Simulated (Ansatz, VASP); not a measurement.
**One calculation of Hg, two programs**

INCAR

```
ALGO     = Fast           # electronic algorithm
EDIFF    = 1E-7           # SCF threshold, eV
ENCUT    = 520            # plane-wave cutoff, eV
GGA      = PE             # functional
ISIF     = 2              # what is computed and relaxed
ISMEAR   = 0              # smearing method
IVDW     = 12             # dispersion correction
LASPH    = T              # aspherical terms in the spheres
LCHARG   = T              # write CHGCAR
LELF     = T              # ELF
LREAL    = F              # projectors in reciprocal space
LVHAR    = T            
LWAVE    = F              # write WAVECAR
NBANDS   = 12             # bands
NELM     = 100            # most SCF steps
PREC     = Accurate       # precision mode
SIGMA    = 0.15           # smearing width, eV
```

KPOINTS

```
k-points
0
Gamma
  20 20 20
```

File POSCAR:

```
Hg
1.0
    0.0000000000      2.4246813615      2.3276941071
    2.4246813615      0.0000000000      2.3276941071
    2.4246813615      2.4246813615      0.0000000000
Hg
1
Direct
    0.0000000000      0.0000000000      0.0000000000
```

Input for Ansatz:

```yaml
crystal:
  lattice:
    - [0.0, 2.4246813615, 2.3276941071]
    - [2.4246813615, 0.0, 2.3276941071]
    - [2.4246813615, 2.4246813615, 0.0]
  atoms:
    - { symbol: Hg, position: [0.0, 0.0, 0.0] }
basis:
  ecutwfc: 420
kpoints:
  mp_grid: { grid: [20, 20, 20] }
hamiltonian:
  xc: pbe
  dispersion: d3bj
scf:
  occupations: { method: gaussian, width: 0.15 }
output:
  forces: true
  stress: true
  eigenvalues: true
```

Alike in both runs: task single point; functional PBE; dispersion D3(BJ); k mesh 20 × 20 × 20; occupations gaussian, width 0.15 eV; no spin polarisation.

|  | VASP | Ansatz |
| --- | --- | --- |
| version | VASP 6.6.1 | Ansatz 0.2.0 |
| potentials or method | VASP PAW PBE potentials, release 64 (Hg), cutoff 520 eV | scalar-relativistic, plane waves, PAW |
| valence electrons in the cell | 12 | 20 |

```tsv
	VASP	Ansatz	Ansatz less VASP
gap on the k mesh at the Fermi level (eV)	none	none	-
pressure (GPa)	-1.1	-1.2	-0.15
traceless stress, the component that is largest in VASP (GPa)	-0.57	-0.57	-0.003
```

A gap of «none» marks a metal or a gap that the smearing closes. VASP's potentials hold 12 valence electrons a cell and Ansatz's 20, so a difference there can come from the potentials and not from the codes.

Spin-orbit coupling is off throughout.
